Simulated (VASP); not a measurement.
# Ir (Fm-3m) in VASP: notebook

The runs below take Ir through single point, with r2SCAN.

All numbers are computed with VASP 6.6.1; they aren't measurements. Logs are shortened: lines on timing, memory, paths and dates and some standing lists are left out, and cuts for length are marked.

## (1) The cell of the first run

Symmetry: Fm-3m, No. 225, cubic system. Conventional cell: a = 3.831 Å, b = 3.831 Å, c = 3.831 Å, α = 90.00°, β = 90.00°, γ = 90.00°. Within 3.6 Å of Ir (site symmetry m-3m) lie 12 Ir at 2.71 Å.

## (2) Single point, r2SCAN

POSCAR

```
Ir
1.0
    0.0000000000      1.9156000000      1.9156000000
    1.9156000000      0.0000000000      1.9156000000
    1.9156000000      1.9156000000      0.0000000000
Ir
1
Direct
    0.0000000000      0.0000000000      0.0000000000
```

INCAR.step1

```
SYSTEM = Ir
ALGO = Normal
EDIFF = 1E-4
ENCUT = 520
GGA = PE
ISMEAR = 0
LASPH = .TRUE.
LCHARG = .FALSE.
LREAL = .FALSE.
LWAVE = .TRUE.
NBANDS = 10
NELM = 60
PREC = Accurate
SIGMA = 0.1
```

INCAR.step2

```
SYSTEM = Ir
ALGO = Normal
EDIFF = 1E-7
ENCUT = 520
ISIF = 2
ISMEAR = 0
ISTART = 1
LASPH = .TRUE.
LCHARG = .FALSE.
LMIXTAU = .TRUE.
LREAL = .FALSE.
LWAVE = .FALSE.
METAGGA = R2SCAN
NBANDS = 10
NELM = 60
PREC = Accurate
SIGMA = 0.1
```

KPOINTS

```
k-points
0
G
  18 18 18
  0 0 0
```

Potentials or basis: VASP PAW PBE potentials, release 64 (Ir).

On the command line:

```sh
$ cat potpaw_PBE.64/Ir/POTCAR > POTCAR
$ cp INCAR.step1 INCAR
$ mpirun -np 1 vasp_std > vasp.out
$ cp INCAR.step2 INCAR
$ mpirun -np 1 vasp_std > vasp.out
```

OUTCAR:

```text
SYSTEM = Ir
   EDIFF = 1E-7
   ENCUT = 520
   ISIF = 2
   ISMEAR = 0
   ISTART = 1
   LASPH = .TRUE.
   LREAL = .FALSE.
   METAGGA = R2SCAN
   NELM = 60
   PREC = Accurate

 ion  position               nearest neighbor table
   1  0.000  0.000  0.000-

  LATTYP: Found a face centered cubic cell.
 ALAT       =     3.8312000000

  Lattice vectors:

 A1 = (   0.0000000000,   1.9156000000,   1.9156000000)
 A2 = (   1.9156000000,   0.0000000000,   1.9156000000)
 A3 = (   1.9156000000,   1.9156000000,   0.0000000000)

Analysis of symmetry for initial positions (statically):
=====================================================================
 Subroutine PRICEL returns:
 Original cell was already a primitive cell.

 Routine SETGRP: Setting up the symmetry group for a
 face centered cubic supercell.

 Subroutine GETGRP returns: Found 48 space group operations
 (whereof 48 operations were pure point group operations)
 out of a pool of 48 trial point group operations.

The static configuration has the point symmetry O_h .

Analysis of symmetry for dynamics (positions and initial velocities):
=====================================================================
 Subroutine PRICEL returns:
 Original cell was already a primitive cell.

 Routine SETGRP: Setting up the symmetry group for a
 face centered cubic supercell.

 Subroutine GETGRP returns: Found 48 space group operations
 (whereof 48 operations were pure point group operations)
 out of a pool of 48 trial point group operations.

The dynamic configuration has the point symmetry O_h .

 Subroutine INISYM returns: Found 48 space group operations
 (whereof 48 operations are pure point group operations),
 and found     1 'primitive' translations

----------------------------------------------------------------------------------------

                                     Primitive cell

  volume of cell :      14.0587

  direct lattice vectors                    reciprocal lattice vectors
     0.000000000  1.915600000  1.915600000    -0.261014826  0.261014826  0.261014826
     1.915600000  0.000000000  1.915600000     0.261014826 -0.261014826  0.261014826
     1.915600000  1.915600000  0.000000000     0.261014826  0.261014826 -0.261014826

  length of vectors
     2.709067500  2.709067500  2.709067500     0.452090940  0.452090940  0.452090940

  position of ions in fractional coordinates (direct lattice)
     0.000000000  0.000000000  0.000000000

  ion indices of the primitive-cell ions
   primitive index   ion index
[... 72 lines left out ...]
   NELM   =     60;   NELMIN=  2; NELMDL=  0     # of ELM steps
   EDIFF  = 0.1E-06   stopping-criterion for ELM
   LREAL  =      F    real-space projection
   EDIFFG = 0.1E-05   stopping-criterion for IOM
   NSW    =      0    number of steps for IOM
   IBRION =     -1    ionic relax: 0-MD 1-quasi-New 2-CG
   NFREE  =      0    steps in history (QN), initial steepest desc. (CG)
   ISIF   =      2    stress and relaxation
   ISYM   =      2    0-nonsym 1-usesym 2-fastsym
   POTIM  = 0.5000    time-step for ionic-motion
   TEBEG  =    0.0;   TEEND  =   0.0 temperature during run
   PSTRESS=    0.0 pullay stress
   NELECT =       9.0000    total number of electrons
   NUPDOWN=      -1.0000    fix difference up-down
   EMIN   =  10.00;   EMAX   =-10.00  energy-range for DOS
   EFERMI =   0.00;   METHOD = LEGACY
   ISMEAR =     0;   SIGMA  =   0.10  broadening in eV -4-tet -1-fermi 0-gaus
   EFERMI_NEDOS =   21; number of points for ismear=-14 and -15
   IALGO  =     38    algorithm
   IMIX   =      4    mixing-type and parameters
     AMIX     =   0.40;   BMIX     =  1.00
     AMIX_MAG =   1.60;   BMIX_MAG =  1.00
  volume/ion in A,a.u.               =      14.06        94.87
  Fermi-wavevector in a.u.,A,eV,Ry     =   1.410937  2.666284 27.085691  1.990742
  Thomas-Fermi vector in A             =   2.532839
   LORBIT       =      0    0 simple, 1 ext, 2 COOP (PROOUT), +10 PAW based schemes
   METAGGA = R2SCAN    functional components
   LHFCALC =     F    Hartree Fock is set to
   AEXX    =    0.0000 exact exchange contribution
   IVDW    =     0    specifies the selected vdW correction
   LEPSILON=     F    determine dielectric tensor
   LRPA    =     F    only Hartree local field effects (RPA)
 non-spin polarized calculation
 Gauss-broadening in eV      SIGMA  =   0.10
  energy-cutoff  :      520.00
  volume of cell :       14.06
 maximum number of plane-waves:       388
   NGX =  9   NGY =  9   NGZ =  9

 number of electron       9.0000000 magnetization

 Free energy of the ion-electron system (eV)
  ---------------------------------------------------
  ext. energy  EPLUGINS =         0.00000000
  ---------------------------------------------------
  free energy    TOTEN  =       -52.36564564 eV

  energy without entropy =      -52.36078187  energy(sigma->0) =      -52.36321376

 E-fermi :  10.3340     XC(G=0): -15.3716

 val. band max:       10.3234678091   @ k =   0.3333   0.1111   0.0556
 cond. band min:      10.3354969592   @ k =   0.5000   0.2222   0.1111
 fundamental gap:      0.0120291501
 Fermi energy:        10.3340077747

 k-point     1 :       0.0000    0.0000    0.0000
  band No.  band energies     occupation
      1      -1.3126      2.00000
      2       6.2480      2.00000
      3       6.2480      2.00000
      4       6.2480      2.00000
      5       8.9881      2.00000
      6       8.9881      2.00000
      7      25.3746      0.00000
      8      31.2787      0.00000
      9      31.2788      0.00000
     10      31.2788      0.00000
[... 287 lines left out ...]
 k-point    24 :      -0.2222    0.0556    0.0000
  band No.  band energies     occupation
      1       1.0065      2.00000
      2       5.5444      2.00000
      3       6.7053      2.00000
      4       6.8023      2.00000
      5       8.7125      2.00000
      6       9.6153      2.00000
      7      25.3263      0.00000
      8      28.0901      0.00000
      9      33.4834      0.00000
     10      34.8641      0.00000

 [... further k-points ...]
[... 5 lines left out ...]
  --------------------------------------------------------------------------------------
  -------------------------------------------------------------------------------------
  Total        0.5750465      0.5750465      0.5750465      0.0000000      0.0000000     -0.0000000
  in kB       65.5343605     65.5343605     65.5343605      0.0000000      0.0000000     -0.0000000
  external PRESSURE =      65.5343605 kB  Pullay stress =       0.0000000 kB

 VOLUME and BASIS-vectors are now :
 -----------------------------------------------------------------------------
  energy-cutoff  :      520.00
  volume of cell :       14.06
      direct lattice vectors                 reciprocal lattice vectors
     0.000000000  1.915600000  1.915600000    -0.261014826  0.261014826  0.261014826
     1.915600000  0.000000000  1.915600000     0.261014826 -0.261014826  0.261014826
     1.915600000  1.915600000  0.000000000     0.261014826  0.261014826 -0.261014826

 POSITION                                       TOTAL-FORCE (eV/Angst)
 -----------------------------------------------------------------------------------
      0.00000      0.00000      0.00000         0.000000     -0.000000      0.000000
 -----------------------------------------------------------------------------------
    total drift:                               -0.000000     -0.000000     -0.000000

  FREE ENERGIE OF THE ION-ELECTRON SYSTEM (eV)
  ---------------------------------------------------
  free  energy   TOTEN  =       -52.3656456406 eV

  energy  without entropy=      -52.3607818721  energy(sigma->0) =      -52.36321376
```

OSZICAR.step1:

```text
N       E                     dE             d eps       ncg     rms          rms(c)
DAV:   1     0.490108335953E+02    0.49011E+02   -0.44045E+03  3932   0.822E+02
DAV:   2    -0.848181020502E+01   -0.57493E+02   -0.54601E+02  3982   0.198E+02
DAV:   3    -0.937909658078E+01   -0.89729E+00   -0.89537E+00  4598   0.300E+01
DAV:   4    -0.938688437333E+01   -0.77878E-02   -0.77864E-02  4420   0.259E+00
DAV:   5    -0.938703641686E+01   -0.15204E-03   -0.15204E-03  4462   0.342E-01    0.155E+01
DAV:   6    -0.893033233008E+01    0.45670E+00   -0.77863E-01  4370   0.109E+01    0.643E+00
DAV:   7    -0.884286193835E+01    0.87470E-01   -0.25910E-01  4640   0.578E+00    0.147E+00
DAV:   8    -0.883882086234E+01    0.40411E-02   -0.22970E-03  4244   0.531E-01    0.824E-01
DAV:   9    -0.883668100743E+01    0.21399E-02   -0.15112E-03  4434   0.543E-01    0.133E-02
DAV:  10    -0.883668741170E+01   -0.64043E-05   -0.76420E-06  2088   0.258E-02
   1 F= -.88366874E+01 E0= -.88341654E+01  d E =-.504394E-02
```

It took 3.3 min on 1 thread of AMD EPYC 7R13, shared host; peak memory 0.12 GiB.

Results:

* Free energy: -52.3656 eV
* Pressure: 6.6 GPa

Levels at points of the mesh, in eV from the Fermi level:
```
           k point  band 1  band 2  band 3  band 4  band 5  band 6  band 7  band 8  band 9
(0.00, 0.00, 0.00)  -11.65   -4.09   -4.09   -4.09   -1.35   -1.35   15.04   20.94   20.94
(0.50, 0.00, 0.00)   -8.53   -4.24   -4.24   -0.77    0.90    0.90    7.69   14.67   20.83
(0.50, 0.50, 0.00)   -8.33   -7.75    0.81    1.54    1.54    1.74   11.12   12.32   12.32
```

Caveat: the PAW data sets were made with another functional, which shifts forces and pressure a little; spin-orbit coupling is left out, which moves the levels of the heavy elements.

## (3) Single point, r2SCAN

This run uses another cell than the first one, of 14.20 Å³/atom, 1.010 times its volume.

POSCAR

```
Ir
1.0
    0.0000000000      1.9220797802      1.9220797802
    1.9220797802      0.0000000000      1.9220797802
    1.9220797802      1.9220797802      0.0000000000
Ir
1
Direct
    0.0000000000      0.0000000000      0.0000000000
```

INCAR.step1

```
ALGO = Normal
EDIFF = 1E-4
ENCUT = 520
GGA = PE
ISMEAR = 0
LASPH = True
LCHARG = False
LREAL = False
LWAVE = True
NBANDS = 10
NELM = 60
PREC = Accurate
SIGMA = 0.1
```

INCAR.step2

```
ALGO = Normal
EDIFF = 1E-6
ENCUT = 520
ISIF = 2
ISMEAR = 0
ISTART = 1
LASPH = True
LCHARG = False
LMIXTAU = True
LREAL = False
LWAVE = False
METAGGA = R2SCAN
NBANDS = 10
NELM = 60
PREC = Accurate
SIGMA = 0.1
```

KPOINTS

```
k-points
0
Gamma
  18 18 18
```

Potentials or basis: VASP PAW PBE potentials, release 64 (Ir).

On the command line:

```sh
$ cat potpaw_PBE.64/Ir/POTCAR > POTCAR
$ cp INCAR.step1 INCAR
$ mpirun -np 1 vasp_std > vasp.out
$ cp INCAR.step2 INCAR
$ mpirun -np 1 vasp_std > vasp.out
```

OUTCAR:

```text
EDIFF = 1E-6
   ENCUT = 520
   ISIF = 2
   ISMEAR = 0
   ISTART = 1
   LASPH = True
   LREAL = False
   METAGGA = R2SCAN
   NELM = 60
   PREC = Accurate

 ion  position               nearest neighbor table
   1  0.000  0.000  0.000-

  LATTYP: Found a face centered cubic cell.
 ALAT       =     3.8441595604

  Lattice vectors:

 A1 = (   0.0000000000,   1.9220797802,   1.9220797802)
 A2 = (   1.9220797802,   0.0000000000,   1.9220797802)
 A3 = (   1.9220797802,   1.9220797802,   0.0000000000)

Analysis of symmetry for initial positions (statically):
=====================================================================
 Subroutine PRICEL returns:
 Original cell was already a primitive cell.

 Routine SETGRP: Setting up the symmetry group for a
 face centered cubic supercell.

 Subroutine GETGRP returns: Found 48 space group operations
 (whereof 48 operations were pure point group operations)
 out of a pool of 48 trial point group operations.

The static configuration has the point symmetry O_h .

Analysis of symmetry for dynamics (positions and initial velocities):
=====================================================================
 Subroutine PRICEL returns:
[... 158 lines left out ...]
 cond. band min:      10.1577544623   @ k =   0.5000   0.2222   0.1111
 fundamental gap:      0.0136784788
 Fermi energy:        10.1552407785

 k-point     1 :       0.0000    0.0000    0.0000
  band No.  band energies     occupation
      1      -1.3766      2.00000
      2       6.1336      2.00000
      3       6.1336      2.00000
      4       6.1336      2.00000
      5       8.8282      2.00000
      6       8.8282      2.00000
      7      25.2197      0.00000
      8      31.0607      0.00000
      9      31.0607      0.00000
     10      31.0607      0.00000
[... 287 lines left out ...]
 k-point    24 :      -0.2222    0.0556    0.0000
  band No.  band energies     occupation
      1       0.9241      2.00000
      2       5.4389      2.00000
      3       6.5845      2.00000
      4       6.6803      2.00000
      5       8.5606      2.00000
      6       9.4477      2.00000
      7      25.1018      0.00000
      8      27.8590      0.00000
      9      33.1874      0.00000
     10      34.5727      0.00000

 [... further k-points ...]
[... 5 lines left out ...]
  --------------------------------------------------------------------------------------
  -------------------------------------------------------------------------------------
  Total        0.2206298      0.2206298      0.2206298      0.0000000      0.0000000      0.0000000
  in kB       24.8903230     24.8903230     24.8903230      0.0000000      0.0000000      0.0000000
  external PRESSURE =      24.8903230 kB  Pullay stress =       0.0000000 kB

 VOLUME and BASIS-vectors are now :
 -----------------------------------------------------------------------------
  energy-cutoff  :      520.00
  volume of cell :       14.20
      direct lattice vectors                 reciprocal lattice vectors
     0.000000000  1.922079780  1.922079780    -0.260134884  0.260134884  0.260134884
     1.922079780  0.000000000  1.922079780     0.260134884 -0.260134884  0.260134884
     1.922079780  1.922079780  0.000000000     0.260134884  0.260134884 -0.260134884

 POSITION                                       TOTAL-FORCE (eV/Angst)
 -----------------------------------------------------------------------------------
      0.00000      0.00000      0.00000         0.000000      0.000000      0.000000
 -----------------------------------------------------------------------------------
    total drift:                               -0.000000     -0.000000     -0.000000

  FREE ENERGIE OF THE ION-ELECTRON SYSTEM (eV)
  ---------------------------------------------------
  free  energy   TOTEN  =       -52.3697005038 eV

  energy  without entropy=      -52.3647271026  energy(sigma->0) =      -52.36721380
```

OUTCAR.step1:

```text
EDIFF = 1E-4
   ENCUT = 520
   GGA = PE
   ISMEAR = 0
   LASPH = True
   LREAL = False
[... 526 lines left out ...]

 POSITION                                       TOTAL-FORCE (eV/Angst)
 -----------------------------------------------------------------------------------
      0.00000      0.00000      0.00000         0.000000      0.000000     -0.000000
 -----------------------------------------------------------------------------------
    total drift:                               -0.000000     -0.000000     -0.000000

  FREE ENERGIE OF THE ION-ELECTRON SYSTEM (eV)
  ---------------------------------------------------
  free  energy   TOTEN  =        -8.8458163900 eV

  energy  without entropy=       -8.8406699634  energy(sigma->0) =       -8.84324318
```

Run time: 2.6 min. Hardware: 1 thread of AMD EPYC 7R13, shared host; peak memory 0.12 GiB.

What came out:

* Free energy: -52.3697 eV
* Pressure: 2.5 GPa

Levels at points of the mesh, in eV from the Fermi level:
```tsv
k point	band 2	band 3	band 4	band 5	band 6	band 7
(0.00, 0.00, 0.00)	-4.02	-4.02	-4.02	-1.33	-1.33	15.06
(0.50, 0.00, 0.00)	-4.18	-4.18	-0.74	0.88	0.88	7.58
(0.50, 0.50, 0.00)	-7.63	0.79	1.51	1.51	1.74	10.97
```

Caveat: the PAW data sets were made with another functional, which shifts forces and pressure a little; spin-orbit coupling is left out, which moves the levels of the heavy elements.

[end of part 1 of 2]
